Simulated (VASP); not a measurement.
# KZnF3 (Pm-3m) in VASP: notebook

Runs on KZnF3. Level: r2SCAN. Tasks: relaxation of cell and atoms, single point.

All numbers are computed with VASP 6.6.1; they aren't measurements. Logs are shortened: lines on timing, memory, paths and dates and some standing lists are left out, and cuts for length are marked.

### Step 1. The cell of the first run

Symmetry: Pm-3m, No. 221, cubic system. Conventional cell: a = 4.050 Å, b = 4.050 Å, c = 4.050 Å, α = 90.00°, β = 90.00°, γ = 90.00°. K (site symmetry m-3m) has 12 F at 2.86 Å and 8 Zn at 3.51 Å within 3.8 Å. Zn (site symmetry m-3m) has 6 F at 2.02 Å within 2.7 Å. Within 2.7 Å of F (site symmetry 4/mmm) lie 2 Zn at 2.02 Å.

### Step 2. Relaxation of cell and atoms, r2SCAN

File POSCAR:

```
KZnF3
1.0
    4.0500000000      0.0000000000      0.0000000000
    0.0000000000      4.0500000000      0.0000000000
    0.0000000000      0.0000000000      4.0500000000
K Zn F
1 1 3
Direct
    0.0000000000      0.0000000000      0.0000000000
    0.5000000000      0.5000000000      0.5000000000
    0.5000000000      0.5000000000      0.0000000000
    0.0000000000      0.5000000000      0.5000000000
    0.5000000000      0.0000000000      0.5000000000
```

File INCAR.step1:

```
SYSTEM = KZnF3
PREC = Accurate
ENCUT = 600
ISMEAR = -1
SIGMA = 0.02
LREAL = .False.
LASPH = .True.
NELM = 60
GGA = PE
ALGO = Normal
EDIFF = 1E-4
LWAVE = .True.
LCHARG = .False.
```

File INCAR.step2:

```
SYSTEM = KZnF3
PREC = Accurate
ENCUT = 600
EDIFF = 1E-7
ISMEAR = -1
SIGMA = 0.02
LREAL = .False.
LASPH = .True.
NELM = 60
ALGO = Normal
ISIF = 3
LWAVE = .False.
LCHARG = .False.
METAGGA = R2SCAN
LMIXTAU = .True.
IBRION = 2
NSW = 80
EDIFFG = -0.01
ISTART = 1
```

File KPOINTS:

```
Automatic mesh
0
Gamma
  6 6 6
  0 0 0
```

Potentials or basis: VASP PAW PBE potentials, release 64 (K_sv, Zn, F).

Command:

```
$ cat potpaw_PBE.64/K_sv/POTCAR potpaw_PBE.64/Zn/POTCAR potpaw_PBE.64/F/POTCAR > POTCAR
$ cp INCAR.step1 INCAR
$ mpirun -np 1 vasp_std > vasp.out
$ cp INCAR.step2 INCAR
$ mpirun -np 1 vasp_std > vasp.out
```

OUTCAR:

```text
SYSTEM = KZnF3
   PREC = Accurate
   ENCUT = 600
   EDIFF = 1E-7
   ISMEAR = -1
   LREAL = .False.
   LASPH = .True.
   NELM = 60
   ISIF = 3
   METAGGA = R2SCAN
   IBRION = 2
   NSW = 80
   EDIFFG = -0.01
   ISTART = 1

 ion  position               nearest neighbor table
   1  0.000  0.000  0.000-
   2  0.500  0.500  0.500-   3 2.02   4 2.02   5 2.02   3 2.02   5 2.02   4 2.02
   3  0.500  0.500  0.000-   2 2.02   2 2.02
   4  0.000  0.500  0.500-   2 2.02   2 2.02
   5  0.500  0.000  0.500-   2 2.02   2 2.02

  LATTYP: Found a simple cubic cell.
 ALAT       =     4.0500000000

  Lattice vectors:

 A1 = (   4.0500000000,   0.0000000000,   0.0000000000)
 A2 = (   0.0000000000,   4.0500000000,   0.0000000000)
 A3 = (   0.0000000000,   0.0000000000,   4.0500000000)

Analysis of symmetry for initial positions (statically):
=====================================================================
 Subroutine PRICEL returns:
 Original cell was already a primitive cell.

 Routine SETGRP: Setting up the symmetry group for a
 simple cubic supercell.

 Subroutine GETGRP returns: Found 48 space group operations
 (whereof 48 operations were pure point group operations)
 out of a pool of 48 trial point group operations.

The static configuration has the point symmetry O_h .

Analysis of symmetry for dynamics (positions and initial velocities):
=====================================================================
 Subroutine PRICEL returns:
 Original cell was already a primitive cell.

 Routine SETGRP: Setting up the symmetry group for a
 simple cubic supercell.

 Subroutine GETGRP returns: Found 48 space group operations
 (whereof 48 operations were pure point group operations)
 out of a pool of 48 trial point group operations.

The dynamic configuration has the point symmetry O_h .

 Subroutine INISYM returns: Found 48 space group operations
 (whereof 48 operations are pure point group operations),
 and found     1 'primitive' translations

----------------------------------------------------------------------------------------

                                     Primitive cell

  volume of cell :      66.4301

  direct lattice vectors                    reciprocal lattice vectors
     4.050000000  0.000000000  0.000000000     0.246913580  0.000000000  0.000000000
     0.000000000  4.050000000  0.000000000     0.000000000  0.246913580  0.000000000
     0.000000000  0.000000000  4.050000000     0.000000000  0.000000000  0.246913580

  length of vectors
     4.050000000  4.050000000  4.050000000     0.246913580  0.246913580  0.246913580

  position of ions in fractional coordinates (direct lattice)
     0.000000000  0.000000000  0.000000000
     0.500000000  0.500000000  0.500000000
     0.500000000  0.500000000  0.000000000
     0.000000000  0.500000000  0.500000000
     0.500000000  0.000000000  0.500000000

  ion indices of the primitive-cell ions
   primitive index   ion index
                 1           1
                 2           2
                 3           3
                 4           4
                 5           5

----------------------------------------------------------------------------------------

 KPOINTS: Automatic mesh

Automatic generation of k-mesh.
 Grid dimensions read from file:
 generate k-points for:    6    6    6

 Generating k-lattice:
[... 57 lines left out ...]
   EDIFF  = 0.1E-06   stopping-criterion for ELM
   LREAL  =      F    real-space projection
   EDIFFG = -.1E-01   stopping-criterion for IOM
   NSW    =     80    number of steps for IOM
   IBRION =      2    ionic relax: 0-MD 1-quasi-New 2-CG
   NFREE  =      1    steps in history (QN), initial steepest desc. (CG)
   ISIF   =      3    stress and relaxation
   ISYM   =      2    0-nonsym 1-usesym 2-fastsym
   POTIM  = 0.5000    time-step for ionic-motion
   TEBEG  =    0.0;   TEEND  =   0.0 temperature during run
   PSTRESS=    0.0 pullay stress
   NELECT =      42.0000    total number of electrons
   NUPDOWN=      -1.0000    fix difference up-down
   EMIN   =  10.00;   EMAX   =-10.00  energy-range for DOS
   EFERMI =   0.00;   METHOD = LEGACY
   ISMEAR =    -1;   SIGMA  =   0.02  broadening in eV -4-tet -1-fermi 0-gaus
   EFERMI_NEDOS =   21; number of points for ismear=-14 and -15
   IALGO  =     38    algorithm
   IMIX   =      4    mixing-type and parameters
     AMIX     =   0.40;   BMIX     =  1.00
     AMIX_MAG =   1.60;   BMIX_MAG =  1.00
  volume/ion in A,a.u.               =      13.29        89.66
  Fermi-wavevector in a.u.,A,eV,Ry     =   1.405086  2.655228 26.861528  1.974267
  Thomas-Fermi vector in A             =   2.527583
   LORBIT       =      0    0 simple, 1 ext, 2 COOP (PROOUT), +10 PAW based schemes
   METAGGA = R2SCAN    functional components
   LHFCALC =     F    Hartree Fock is set to
   AEXX    =    0.0000 exact exchange contribution
   IVDW    =     0    specifies the selected vdW correction
   LEPSILON=     F    determine dielectric tensor
   LRPA    =     F    only Hartree local field effects (RPA)
 conjugate gradient relaxation of ions
 non-spin polarized calculation
  energy-cutoff  :      600.00
  volume of cell :       66.43
 maximum number of plane-waves:      2272
   NGX = 17   NGY = 17   NGZ = 17

--------------------------------------- Ionic step        1  -------------------------------------------

 number of electron      42.0000058 magnetization

 Free energy of the ion-electron system (eV)
  ---------------------------------------------------
  ext. energy  EPLUGINS =         0.00000000
  ---------------------------------------------------
  free energy    TOTEN  =       -38.36573323 eV

  energy without entropy =      -38.36573323  energy(sigma->0) =      -38.36573323

------------------------ aborting loop because EDIFF is reached ----------------------------------------

  FORCE on cell =-STRESS in cart. coord.  units (eV):
  Direction    XX          YY          ZZ          XY          YZ          ZX
  --------------------------------------------------------------------------------------
  -------------------------------------------------------------------------------------
  Total       -0.0515547     -0.0515547     -0.0515547     -0.0000000      0.0000000     -0.0000000
  in kB       -1.2434077     -1.2434077     -1.2434077     -0.0000000      0.0000000     -0.0000000
  external PRESSURE =      -1.2434077 kB  Pullay stress =       0.0000000 kB

 VOLUME and BASIS-vectors are now :
 -----------------------------------------------------------------------------
  energy-cutoff  :      600.00
  volume of cell :       66.43
      direct lattice vectors                 reciprocal lattice vectors
     4.050000000  0.000000000  0.000000000     0.246913580  0.000000000  0.000000000
     0.000000000  4.050000000  0.000000000     0.000000000  0.246913580  0.000000000
     0.000000000  0.000000000  4.050000000     0.000000000  0.000000000  0.246913580

 POSITION                                       TOTAL-FORCE (eV/Angst)
 -----------------------------------------------------------------------------------
      0.00000      0.00000      0.00000         0.000000      0.000000      0.000000
      2.02500      2.02500      2.02500         0.000000      0.000000      0.000000
      2.02500      2.02500      0.00000         0.000000      0.000000      0.000000
      0.00000      2.02500      2.02500         0.000000      0.000000      0.000000
      2.02500      0.00000      2.02500         0.000000      0.000000      0.000000
 -----------------------------------------------------------------------------------
    total drift:                                0.000000     -0.000000     -0.000000

  FREE ENERGIE OF THE ION-ELECTRON SYSTEM (eV)
  ---------------------------------------------------
  free  energy   TOTEN  =       -38.3657332282 eV

  energy  without entropy=      -38.3657332282  energy(sigma->0) =      -38.36573323

--------------------------------------- Ionic step        2  -------------------------------------------

 number of electron      42.0000059 magnetization

 Free energy of the ion-electron system (eV)
  ---------------------------------------------------
  ext. energy  EPLUGINS =         0.00000000
  ---------------------------------------------------
  free energy    TOTEN  =       -38.36582678 eV

  energy without entropy =      -38.36582678  energy(sigma->0) =      -38.36582678

 E-fermi :  -0.7069     XC(G=0): -10.4809

 val. band max:       -1.2262288649   @ k =   0.5000   0.5000   0.5000
 cond. band min:       3.3596098845   @ k =   0.0000   0.0000   0.0000
 fundamental gap:      4.5858387493
 Fermi energy:        -0.7068618046

 k-point     1 :       0.0000    0.0000    0.0000
  band No.  band energies     occupation
      1     -29.4083      2.00000
      2     -24.0846      2.00000
      3     -23.4858      2.00000
      4     -23.4858      2.00000
      5     -12.1299      2.00000
      6     -12.1299      2.00000
[... 549 lines left out ...]
     24       7.9724      0.00000
     25       9.9591      0.00000

------------------------ aborting loop because EDIFF is reached ----------------------------------------

  FORCE on cell =-STRESS in cart. coord.  units (eV):
  Direction    XX          YY          ZZ          XY          YZ          ZX
  --------------------------------------------------------------------------------------
  -------------------------------------------------------------------------------------
  Total        0.0032363      0.0032363      0.0032363     -0.0000000     -0.0000000     -0.0000000
  in kB        0.0781715      0.0781715      0.0781715     -0.0000000     -0.0000000     -0.0000000
  external PRESSURE =       0.0781715 kB  Pullay stress =       0.0000000 kB

 VOLUME and BASIS-vectors are now :
 -----------------------------------------------------------------------------
  energy-cutoff  :      600.00
  volume of cell :       66.33
      direct lattice vectors                 reciprocal lattice vectors
     4.047985421 -0.000000000 -0.000000000     0.247036463  0.000000000 -0.000000000
    -0.000000000  4.047985421 -0.000000000     0.000000000  0.247036463 -0.000000000
     0.000000000  0.000000000  4.047985421     0.000000000  0.000000000  0.247036463

 POSITION                                       TOTAL-FORCE (eV/Angst)
 -----------------------------------------------------------------------------------
      0.00000      0.00000      0.00000        -0.000000     -0.000000      0.000000
      2.02399      2.02399      2.02399         0.000000      0.000000      0.000000
      2.02399      2.02399     -0.00000        -0.000000     -0.000000      0.000000
      0.00000      2.02399      2.02399         0.000000      0.000000      0.000000
      2.02399      0.00000      2.02399        -0.000000      0.000000      0.000000
 -----------------------------------------------------------------------------------
    total drift:                                0.000000     -0.000000     -0.000000

  FREE ENERGIE OF THE ION-ELECTRON SYSTEM (eV)
  ---------------------------------------------------
  free  energy   TOTEN  =       -38.3658267778 eV

  energy  without entropy=      -38.3658267778  energy(sigma->0) =      -38.36582678

 reached required accuracy - stopping structural energy minimisation
```

Run time: 7.9 min. Hardware: 1 thread of AMD EPYC 7R13, shared host; peak memory 0.19 GiB.

What came out:

* Free energy: -38.3658 eV
* Relaxed volume: 13.27 Å³/atom
* Relaxed cell: a = 4.048 Å, b = 4.048 Å, c = 4.048 Å, α = 90.00°, β = 90.00°, γ = 90.00°
* Space group after relaxing (to 0.1 Å): Pm-3m (No. 221)
* Energy gained by relaxing: 0.0 meV/atom
* Ionic steps: 2
* Pressure after relaxing: 0.0 GPa
* Band gap on the k mesh: 4.59 eV (least direct gap 6.58 eV)

Final structure:
```
CELL_PARAMETERS angstrom
4.04799 0.00000 0.00000
0.00000 4.04799 0.00000
0.00000 0.00000 4.04799
ATOMIC_POSITIONS crystal
K 0.00000 0.00000 0.00000
Zn 0.50000 0.50000 0.50000
F 0.50000 0.50000 0.00000
F 0.00000 0.50000 0.50000
F 0.50000 0.00000 0.50000
```

Caveat: the PAW data sets were made with another functional, which shifts forces and pressure a little.

### Step 3. Single point, r2SCAN

POSCAR, as its differences from that of step 2:

```diff
@@ -2,5 +2,5 @@
 1.0
-    4.0500000000      0.0000000000      0.0000000000
-    0.0000000000      4.0500000000      0.0000000000
-    0.0000000000      0.0000000000      4.0500000000
+    4.0475790796      0.0000000000      0.0000000000
+    0.0000000000      4.0475790796      0.0000000000
+    0.0000000000      0.0000000000      4.0475790796
 K Zn F
```

File INCAR.step1:

```
SYSTEM = KZnF3
  ALGO = Normal
  EDIFF = 1E-4
  ENCUT = 520
  GGA = PE
  ISMEAR = -1
  LASPH = .TRUE.
  LCHARG = .FALSE.
  LREAL = .FALSE.
  LWAVE = .TRUE.
  NBANDS = 29
  NELM = 80
  PREC = Accurate
  SIGMA = 0.02
```

File INCAR.step2:

```
SYSTEM = KZnF3
  ALGO = Normal
  EDIFF = 1E-6
  ENCUT = 520
  ISIF = 2
  ISMEAR = -1
  ISTART = 1
  LASPH = .TRUE.
  LCHARG = .TRUE.
  LELF = .TRUE.
  LMIXTAU = .TRUE.
  LREAL = .FALSE.
  LVHAR = .TRUE.
  LWAVE = .FALSE.
  METAGGA = R2SCAN
  NBANDS = 29
  NELM = 80
  PREC = Accurate
  SIGMA = 0.02
```

File KPOINTS:

```
k-points
0
G
  6 6 6
  0 0 0
```

Potentials or basis: VASP PAW PBE potentials, release 64 (K_sv, Zn, F).

Command:

```
$ cat potpaw_PBE.64/K_sv/POTCAR potpaw_PBE.64/Zn/POTCAR potpaw_PBE.64/F/POTCAR > POTCAR
$ cp INCAR.step1 INCAR
$ mpirun -np 1 vasp_std > vasp.out
$ cp INCAR.step2 INCAR
$ mpirun -np 1 vasp_std > vasp.out
```

Run time: 68 s. Hardware: 1 thread of Intel Xeon 6975P-C (Granite Rapids), shared host; peak memory 0.19 GiB.

The run converged. Its results:

```yaml
Free_energy: -38.3560 eV
Pressure: 0.2 GPa
Band_gap_on_the_k_mesh: 4.58 eV (least direct gap 6.58 eV)
```

Levels at points of the mesh, in eV from the valence-band top:
```tsv
k point	band 18	band 19	band 20	band 21	band 22	band 23	band 24	band 25
(0.00, 0.00, 0.00)	-2.23	-1.99	-1.99	-1.99	4.58	9.29	9.29	10.27
(0.50, 0.00, 0.00)	-2.17	-1.80	-1.80	-1.51	7.36	9.02	10.26	11.88
(0.50, 0.50, 0.00)	-1.88	-1.88	-1.66	0.00	8.84	10.82	11.01	11.01
(0.50, 0.50, 0.50)	-1.64	-1.64	0.00	0.00	9.19	9.19	9.19	11.19
```

Caveat: the PAW data sets were made with another functional, which shifts forces and pressure a little. A k mesh can miss the band edges.

### Step 4. Single point, r2SCAN

This run uses another cell than the first one, of 12.47 Å³/atom.

POSCAR, as its differences from that of step 3:

```diff
@@ -2,5 +2,5 @@
 1.0
-    4.0475790796      0.0000000000      0.0000000000
-    0.0000000000      4.0475790796      0.0000000000
-    0.0000000000      0.0000000000      4.0475790796
+    3.9649522400      0.0000000000      0.0000000000
+    0.0000000000      3.9649522400      0.0000000000
+    0.0000000000      0.0000000000      3.9649522400
 K Zn F
```

File INCAR.step1:

```
ALGO = Normal ; EDIFF = 1E-4
ENCUT = 520 ; GGA = PE
ISMEAR = -1 ; LASPH = True
LCHARG = False ; LREAL = False
LWAVE = True ; NBANDS = 29
NELM = 60 ; PREC = Accurate
SIGMA = 0.02
```

File INCAR.step2:

```
ALGO = Normal ; EDIFF = 1E-6
ENCUT = 520 ; ISIF = 2
ISMEAR = -1 ; ISTART = 1
LASPH = True ; LCHARG = True
LELF = True ; LMIXTAU = True
LREAL = False ; LVHAR = True
LWAVE = False ; METAGGA = R2SCAN
NBANDS = 29 ; NELM = 60
PREC = Accurate ; SIGMA = 0.02
```

File KPOINTS:

```
k-points
0
Gamma
  8 8 8
```

Command:

```
$ cat potpaw_PBE.64/K_sv/POTCAR potpaw_PBE.64/Zn/POTCAR potpaw_PBE.64/F/POTCAR > POTCAR
$ cp INCAR.step1 INCAR
$ mpirun -np 1 vasp_std > vasp.out
$ cp INCAR.step2 INCAR
$ mpirun -np 1 vasp_std > vasp.out
```

Run time: 1.9 min. Hardware: 1 thread of Intel Xeon 6975P-C (Granite Rapids), shared host; peak memory 0.21 GiB.

Results (log left out):

- Free energy: -38.2700 eV
- Pressure: 6.6 GPa
- Band gap on the k mesh: 4.75 eV (least direct gap 7.14 eV)

Levels at points of the mesh, in eV from the valence-band top:
```csv
k point,band 19,band 20,band 21,band 22,band 23,band 24
"(0.00, 0.00, 0.00)",-2.39,-2.39,-2.39,4.75,8.98,8.98
"(0.50, 0.00, 0.00)",-2.05,-2.05,-1.55,7.69,9.05,10.04
"(0.50, 0.50, 0.00)",-2.13,-2.05,0.00,9.07,10.73,11.23
"(0.50, 0.50, 0.50)",-2.03,0.00,0.00,9.08,9.08,9.08
```

Caveat: the cell stands under pressure; the PAW data sets were made with another functional, which shifts forces and pressure a little. A k mesh can miss the band edges.

### Step 5. Single point, r2SCAN

This run uses another cell than the first one, of 12.73 Å³/atom.

POSCAR, as its differences from that of step 4:

```diff
@@ -2,5 +2,5 @@
 1.0
-    3.9649522400      0.0000000000      0.0000000000
-    0.0000000000      3.9649522400      0.0000000000
-    0.0000000000      0.0000000000      3.9649522400
+    3.9928753600      0.0000000000      0.0000000000
+    0.0000000000      3.9928753600      0.0000000000
+    0.0000000000      0.0000000000      3.9928753600
 K Zn F
```

File INCAR.step1:

```
SYSTEM = KZnF3
PREC = Accurate
ENCUT = 520
ISMEAR = -1
SIGMA = 0.02
LREAL = .False.
LASPH = .True.
NELM = 100
NBANDS = 29
GGA = PE
ALGO = Normal
EDIFF = 1E-4
LWAVE = .True.
LCHARG = .False.
```

File INCAR.step2:

```
SYSTEM = KZnF3
PREC = Accurate
ENCUT = 520
EDIFF = 1E-6
ISMEAR = -1
SIGMA = 0.02
LREAL = .False.
LASPH = .True.
NELM = 100
ALGO = Normal
ISIF = 2
LWAVE = .False.
LCHARG = .False.
METAGGA = R2SCAN
LMIXTAU = .True.
NBANDS = 29
ISTART = 1
```

File KPOINTS:

```
Automatic mesh
0
Gamma
  8 8 8
  0 0 0
```

Command:

```
$ cat potpaw_PBE.64/K_sv/POTCAR potpaw_PBE.64/Zn/POTCAR potpaw_PBE.64/F/POTCAR > POTCAR
$ cp INCAR.step1 INCAR
$ mpirun -np 1 vasp_std > vasp.out
$ cp INCAR.step2 INCAR
$ mpirun -np 1 vasp_std > vasp.out
```

It took 1.9 min on 1 thread of Intel Xeon 6975P-C (Granite Rapids), shared host; peak memory 0.21 GiB.

Results (log left out):

```yaml
Free_energy: -38.3166 eV
Pressure: 4.2 GPa
Band_gap_on_the_k_mesh: 4.69 eV (least direct gap 6.94 eV)
```

Levels at points of the mesh, in eV from the valence-band top:
```
           k point  band 17  band 18  band 19  band 20  band 21  band 22  band 23  band 24  band 25  band 26
(0.00, 0.00, 0.00)    -2.52    -2.52    -2.25    -2.25    -2.25     4.69     9.09     9.09    10.38    11.65
(0.50, 0.00, 0.00)    -2.45    -2.45    -1.96    -1.96    -1.54     7.58     9.04    10.12    11.83    11.83
(0.50, 0.50, 0.00)    -2.20    -2.04    -2.04    -1.91     0.00     9.00    10.76    11.15    11.15    12.14
(0.50, 0.50, 0.50)    -1.89    -1.89    -1.89     0.00     0.00     9.12     9.12     9.12    11.54    13.24
```

Caveat: the cell stands under pressure; the PAW data sets were made with another functional, which shifts forces and pressure a little.

### Step 6. The runs side by side

```tsv
task	cell	k mesh	cutoff (eV)	gap on the mesh (eV)	pressure (GPa)
relaxation of cell and atoms	relaxed from a = 4.050 Å, 5 atoms	6 × 6 × 6	600	4.59	0.0
single point	a = 4.048 Å, 5 atoms	6 × 6 × 6	520	4.58	0.2
single point	a = 3.965 Å, 5 atoms	8 × 8 × 8	520	4.75	6.6
single point	a = 3.993 Å, 5 atoms	8 × 8 × 8	520	4.69	4.2
```

Alike in all rows: level r2SCAN; potentials or basis VASP PAW PBE potentials, release 64 (K_sv, Zn, F); no spin polarisation; smearing fermi-dirac 0.02 eV.

Caveats: the PAW data sets were made with another functional, which shifts forces and pressure a little; the cell stands under pressure (at least some runs).

Absolute energies hang on the potentials; compare differences alone.
